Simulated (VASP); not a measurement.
# SnTe (Pm-3m) in VASP: notebook, part 2 of 2

VASP 6.6.1. Earlier steps stand in the parts before.

## 4. Relaxation of cell and atoms, PBEsol-based screened hybrid with 25 % exact exchange

POSCAR

```
SnTe
1.0
    3.9047000000      0.0000000000      0.0000000000
    0.0000000000      3.9047000000      0.0000000000
    0.0000000000      0.0000000000      3.9047000000
Te Sn
1 1
Direct
    0.5000000000      0.5000000000      0.5000000000
    0.0000000000      0.0000000000      0.0000000000
```

INCAR.step1

```
PREC = Accurate
ENCUT = 600
EDIFF = 1E-5
ISMEAR = -1
SIGMA = 0.05
LREAL = F
LASPH = T
NELM = 60
ALGO = Normal
LWAVE = T
LCHARG = F
GGA = PE
NBANDS = 17
```

INCAR.step2

```
PREC = Accurate
ENCUT = 600
EDIFF = 1E-7
ISMEAR = -1
SIGMA = 0.05
LREAL = F
LASPH = T
NELM = 60
ALGO = Normal
ISIF = 3
LWAVE = F
LCHARG = F
GGA = PS
LHFCALC = T
AEXX = 0.25
HFSCREEN = 0.207
PRECFOCK = Normal
IBRION = 2
NSW = 60
EDIFFG = -0.01
ISTART = 1
```

KPOINTS

```
Automatic mesh
0
Gamma
  4 4 4
```

Potentials or basis: VASP PAW PBE potentials, release 64 (Te, Sn_d).

On the command line:

```
$ cat potpaw_PBE.64/Te/POTCAR potpaw_PBE.64/Sn_d/POTCAR > POTCAR
$ cp INCAR.step1 INCAR
$ mpirun -np 1 vasp_std > vasp.out
$ cp INCAR.step2 INCAR
$ mpirun -np 1 vasp_std > vasp.out
```

OUTCAR:

```text
PREC = Accurate
   ENCUT = 600
   EDIFF = 1E-7
   ISMEAR = -1
   LREAL = F
   LASPH = T
   NELM = 60
   ISIF = 3
   GGA = PS
   LHFCALC = T
   AEXX = 0.25
   HFSCREEN = 0.207
   PRECFOCK = Normal
   IBRION = 2
   NSW = 60
   EDIFFG = -0.01
   ISTART = 1

 ion  position               nearest neighbor table
   1  0.500  0.500  0.500-   2 3.38   2 3.38   2 3.38   2 3.38   2 3.38   2 3.38   2 3.38   2 3.38

   2  0.000  0.000  0.000-   1 3.38   1 3.38   1 3.38   1 3.38   1 3.38   1 3.38   1 3.38   1 3.38

  LATTYP: Found a simple cubic cell.
 ALAT       =     3.9047000000

  Lattice vectors:

 A1 = (   3.9047000000,   0.0000000000,   0.0000000000)
 A2 = (   0.0000000000,   3.9047000000,   0.0000000000)
 A3 = (   0.0000000000,   0.0000000000,   3.9047000000)

Analysis of symmetry for initial positions (statically):
=====================================================================
 Subroutine PRICEL returns:
 Original cell was already a primitive cell.

 Routine SETGRP: Setting up the symmetry group for a
 simple cubic supercell.

 Subroutine GETGRP returns: Found 48 space group operations
 (whereof 48 operations were pure point group operations)
 out of a pool of 48 trial point group operations.

The static configuration has the point symmetry O_h .

Analysis of symmetry for dynamics (positions and initial velocities):
=====================================================================
 Subroutine PRICEL returns:
 Original cell was already a primitive cell.

 Routine SETGRP: Setting up the symmetry group for a
 simple cubic supercell.

 Subroutine GETGRP returns: Found 48 space group operations
 (whereof 48 operations were pure point group operations)
 out of a pool of 48 trial point group operations.

The dynamic configuration has the point symmetry O_h .

 Subroutine INISYM returns: Found 48 space group operations
 (whereof 48 operations are pure point group operations),
 and found     1 'primitive' translations

----------------------------------------------------------------------------------------

                                     Primitive cell

  volume of cell :      59.5337

  direct lattice vectors                    reciprocal lattice vectors
     3.904700000  0.000000000  0.000000000     0.256101621  0.000000000  0.000000000
     0.000000000  3.904700000  0.000000000     0.000000000  0.256101621  0.000000000
     0.000000000  0.000000000  3.904700000     0.000000000  0.000000000  0.256101621

  length of vectors
     3.904700000  3.904700000  3.904700000     0.256101621  0.256101621  0.256101621

  position of ions in fractional coordinates (direct lattice)
     0.500000000  0.500000000  0.500000000
     0.000000000  0.000000000  0.000000000

  ion indices of the primitive-cell ions
   primitive index   ion index
                 1           1
                 2           2

----------------------------------------------------------------------------------------

 KPOINTS: Automatic mesh

Automatic generation of k-mesh.
 Grid dimensions read from file:
 generate k-points for:    4    4    4

 Generating k-lattice:

  Cartesian coordinates                     Fractional coordinates (reciprocal lattice)
     0.064025405  0.000000000  0.000000000     0.250000000  0.000000000  0.000000000
     0.000000000  0.064025405  0.000000000     0.000000000  0.250000000  0.000000000
     0.000000000  0.000000000  0.064025405     0.000000000  0.000000000  0.250000000

  Length of vectors
     0.064025405  0.064025405  0.064025405

  Shift w.r.t. Gamma in fractional coordinates (k-lattice)
     0.000000000  0.000000000  0.000000000

 Subroutine IBZKPT returns following result:
 ===========================================

 Found     10 irreducible k-points:

 Following reciprocal coordinates:
            Coordinates               Weight
  0.000000  0.000000  0.000000      1.000000
  0.250000  0.000000  0.000000      6.000000
  0.500000  0.000000  0.000000      3.000000
  0.250000  0.250000  0.000000     12.000000
  0.500000  0.250000  0.000000     12.000000
  0.500000  0.500000  0.000000      3.000000
  0.250000  0.250000  0.250000      8.000000
  0.500000  0.250000  0.250000     12.000000
  0.500000  0.500000  0.250000      6.000000
  0.500000  0.500000  0.500000      1.000000
   k-points           NKPTS =     10   k-points in BZ     NKDIM =     64   number of bands    NBANDS=     14
   number of dos      NEDOS =    301   number of ions     NIONS =      2
   total plane-waves  NPLWV =  32768
   dimension x,y,z NGX =    32 NGY =   32 NGZ =   32
   dimension x,y,z NGXF=    64 NGYF=   64 NGZF=   64
   ions per type =               1   1
   NGX,Y,Z   is equivalent  to a cutoff of  13.62, 13.62, 13.62 a.u.
   NGXF,Y,Z  is equivalent  to a cutoff of  27.25, 27.25, 27.25 a.u.
 SYSTEM =  unknown system
   PREC   = accura    normal or accurate (medium, high low for compatibility)
   ISTART =      1    job   : 0-new  1-cont  2-samecut
   ICHARG =      0    charge: 1-file 2-atom 10-const
   ISPIN  =      1    spin polarized calculation?
   LNONCOLLINEAR =      F non collinear calculations
   LSORBIT =      F    spin-orbit coupling
   LASPH  =      T    aspherical Exc in radial PAW
   ENCUT  =  600.0 eV  44.10 Ry    6.64 a.u.   7.80  7.80  7.80*2*pi/ulx,y,z
   NELM   =     60;   NELMIN=  2; NELMDL=  0     # of ELM steps
   EDIFF  = 0.1E-06   stopping-criterion for ELM
   LREAL  =      F    real-space projection
   EDIFFG = -.1E-01   stopping-criterion for IOM
   NSW    =     60    number of steps for IOM
   IBRION =      2    ionic relax: 0-MD 1-quasi-New 2-CG
   NFREE  =      1    steps in history (QN), initial steepest desc. (CG)
   ISIF   =      3    stress and relaxation
   ISYM   =      3    0-nonsym 1-usesym 2-fastsym
   POTIM  = 0.5000    time-step for ionic-motion
   TEBEG  =    0.0;   TEEND  =   0.0 temperature during run
   PSTRESS=    0.0 pullay stress
   NELECT =      20.0000    total number of electrons
   NUPDOWN=      -1.0000    fix difference up-down
   EMIN   =  10.00;   EMAX   =-10.00  energy-range for DOS
   EFERMI =   0.00;   METHOD = LEGACY
   ISMEAR =    -1;   SIGMA  =   0.05  broadening in eV -4-tet -1-fermi 0-gaus
   EFERMI_NEDOS =   21; number of points for ismear=-14 and -15
   IALGO  =     38    algorithm
   IMIX   =      1    mixing-type and parameters
     AMIX     =   0.40;   BMIX     =  1.00
     AMIX_MAG =   1.60;   BMIX_MAG =  1.00
  volume/ion in A,a.u.               =      29.77       200.88
  Fermi-wavevector in a.u.,A,eV,Ry     =   1.138057  2.150615 17.621893  1.295173
  Thomas-Fermi vector in A             =   2.274761
   LORBIT       =      0    0 simple, 1 ext, 2 COOP (PROOUT), +10 PAW based schemes
   GGA     = PS    functional components
   LHFCALC =     T    Hartree Fock is set to
   PRECFOCK=normal    Normal, Fast or Accurate (Low or Medium for compatibility)
   ENCUT4O =  -1.0   cutoff for four orbital integrals eV
   NKREDX  =     1    reduce k-point grid by
   NKREDY  =     1    reduce k-point grid by
   NKREDZ  =     1    reduce k-point grid by
   AEXX    =    0.2500 exact exchange contribution
   HFSCREEN=    0.2070 screening length (either q_TF or 0.3 A-1)
   HFSCREENC=   0.2070 screening length for correlation (either q_TF or 0.3 A-1)
   ENCUTFOCK=  -1.0 apply spherical cutoff to Coloumb kernel
   IVDW    =     0    specifies the selected vdW correction
   LEPSILON=     F    determine dielectric tensor
   LRPA    =     F    only Hartree local field effects (RPA)
 conjugate gradient relaxation of ions
 non-spin polarized calculation
  energy-cutoff  :      600.00
  volume of cell :       59.53
 maximum number of plane-waves:      2008
 NGX is ok and might be reduce to    32
  NGX = 24; NGY = 24; NGZ = 24

--------------------------------------- Ionic step        1  -------------------------------------------

 number of electron      19.9999995 magnetization

 Free energy of the ion-electron system (eV)
  ---------------------------------------------------
  ext. energy  EPLUGINS =         0.00000000
  ---------------------------------------------------
  free energy    TOTEN  =        -8.81827664 eV

  energy without entropy =       -8.79291195  energy(sigma->0) =       -8.80559430

------------------------ aborting loop because EDIFF is reached ----------------------------------------

  FORCE on cell =-STRESS in cart. coord.  units (eV):
  Direction    XX          YY          ZZ          XY          YZ          ZX
  --------------------------------------------------------------------------------------
  -------------------------------------------------------------------------------------
  Total       -0.9533974     -0.9533974     -0.9533974      0.0000000      0.0000000      0.0000000
  in kB      -25.6579248    -25.6579248    -25.6579248      0.0000000      0.0000000      0.0000000
  external PRESSURE =     -25.6579248 kB  Pullay stress =       0.0000000 kB
[... 59 lines left out ...]
--------------------------------------- Ionic step        3  -------------------------------------------

 number of electron      20.0000005 magnetization

 Free energy of the ion-electron system (eV)
  ---------------------------------------------------
  ext. energy  EPLUGINS =         0.00000000
  ---------------------------------------------------
  free energy    TOTEN  =        -8.85612577 eV

  energy without entropy =       -8.83044399  energy(sigma->0) =       -8.84328488

 E-fermi :   7.5904     XC(G=0):  -8.5382

 val. band max:        7.5828831996   @ k =   0.5000   0.2500   0.0000
 cond. band min:       7.9927156529   @ k =   0.5000   0.5000   0.0000
 fundamental gap:      0.4098324533
 Fermi energy:         7.5903848240

 k-point     1 :       0.0000    0.0000    0.0000
  band No.  band energies     occupation
      1     -16.1286      2.00000
      2     -16.1286      2.00000
      3     -16.0839      2.00000
      4     -16.0839      2.00000
      5     -16.0839      2.00000
      6      -6.5910      2.00000
      7       2.1541      2.00000
      8       5.4171      2.00000
      9       5.4171      2.00000
     10       5.4171      2.00000
     11      11.5027      0.00000
     12      11.5027      0.00000
     13      14.2822      0.00000
     14      14.2822      0.00000
[... 180 lines left out ...]
  FREE ENERGIE OF THE ION-ELECTRON SYSTEM (eV)
  ---------------------------------------------------
  free  energy   TOTEN  =        -8.8561257687 eV

  energy  without entropy=       -8.8304439909  energy(sigma->0) =       -8.84328488

 reached required accuracy - stopping structural energy minimisation
```

OSZICAR.step1:

```text
N       E                     dE             d eps       ncg     rms          rms(c)
DAV:   1     0.132008166220E+03    0.13201E+03   -0.10492E+04   350   0.151E+03
DAV:   2     0.422708024461E+01   -0.12778E+03   -0.12467E+03   364   0.347E+02
DAV:   3    -0.670178045640E+01   -0.10929E+02   -0.10577E+02   411   0.902E+01
DAV:   4    -0.702344790503E+01   -0.32167E+00   -0.32124E+00   412   0.151E+01
DAV:   5    -0.703473767547E+01   -0.11290E-01   -0.11289E-01   487   0.292E+00    0.403E+00
DAV:   6    -0.692697233574E+01    0.10777E+00   -0.33315E-01   459   0.353E+00    0.260E+00
DAV:   7    -0.692193970755E+01    0.50326E-02   -0.31488E-02   392   0.110E+00    0.146E+00
DAV:   8    -0.692166023486E+01    0.27947E-03   -0.54770E-03   437   0.435E-01    0.270E-01
DAV:   9    -0.692175442613E+01   -0.94191E-04   -0.28041E-04   428   0.106E-01    0.160E-01
DAV:  10    -0.692178580276E+01   -0.31377E-04   -0.57675E-05   419   0.859E-02    0.385E-02
DAV:  11    -0.692178217302E+01    0.36297E-05   -0.61770E-06   217   0.293E-02
   1 F= -.69217822E+01 E0= -.69075033E+01  d E =-.285577E-01
```

Run time: 68 min. Hardware: 1 thread of AMD EPYC 7R43 (Zen 3), shared host; peak memory 0.25 GiB.

What came out:

| Quantity | Value |
| --- | --- |
| Free energy | -8.8561 eV |
| Relaxed volume | 27.69 Å³/atom |
| Relaxed cell | a = 3.812 Å, b = 3.812 Å, c = 3.812 Å, α = 90.00°, β = 90.00°, γ = 90.00° |
| Space group after relaxing (to 0.1 Å) | Pm-3m (No. 221) |
| Energy gained by relaxing | 18.9 meV/atom |
| Ionic steps | 3 |
| Pressure after relaxing | 0.0 GPa |
| Band gap on the k mesh | zero (bands 10 and 11 overlap by 1.90 eV) |

Step by step:
| step | energy change (eV) | largest force (eV/Å) | pressure (GPa) | volume (Å³) |
| --- | --- | --- | --- | --- |
| 1 | 0.0000 | 0.0000 | -2.57 | 59.53 |
| 2 | -0.0378 | 0.0000 | -0.12 | 55.52 |
| 3 | -0.0378 | 0.0000 | -0.01 | 55.39 |

Final structure:
```
Te Sn
1.0
     3.81188    0.00000    0.00000
     0.00000    3.81188    0.00000
     0.00000    0.00000    3.81188
Te Sn
1 1
Direct
  0.50000 0.50000 0.50000
  0.00000 0.00000 0.00000
```

Levels at points of the mesh, in eV from the Fermi level:
```tsv
k point	band 7	band 8	band 9	band 10	band 11	band 12	band 13	band 14
(0.00, 0.00, 0.00)	-5.44	-2.17	-2.17	-2.17	3.91	3.91	6.69	6.69
(0.50, 0.00, 0.00)	-9.49	-0.35	-0.35	0.42	0.60	2.68	2.68	5.87
(0.50, 0.50, 0.00)	-7.07	-5.82	-5.82	0.40	4.24	4.72	4.72	6.68
(0.50, 0.50, 0.50)	-5.56	-3.52	-3.52	-3.52	-1.48	-1.48	-1.48	15.95
```

Caveat: the k points lie up to 0.41 Å⁻¹ apart in the final cell, too coarse for converged energies and pressures of a metal; the PAW data sets were made with another functional, which shifts forces and pressure a little; spin-orbit coupling is left out, which moves the levels of the heavy elements.

## 5. Summary

```csv
task,level,cell,k mesh,cutoff (eV),smearing,grid for exact exchange (PRECFOCK),share of exact exchange,screening parameter,gap on the mesh (eV),pressure (GPa)
single point,PBE,as given,7 × 7 × 7,500,gaussian 0.025 eV,-,-,-,none,-1.1
single point,PBE,as given,7 × 7 × 7,500,gaussian 0.026 eV,-,-,-,none,-1.2
relaxation of cell and atoms,PBEsol-based screened hybrid with 25 % exact exchange,relaxed,4 × 4 × 4,600,fermi-dirac 0.05 eV,Normal,0.25,0.207 1/Å,none,0.0
```

Alike in all rows: potentials or basis VASP PAW PBE potentials, release 64 (Te, Sn_d); no spin polarisation.

Caveats: some runs use coarse meshes; spin-orbit coupling is left out, which moves the levels of the heavy elements; the PAW data sets were made with another functional, which shifts forces and pressure a little (at least some runs).

Total energies depend on the potentials used, so only differences within one code and one set of settings carry meaning.
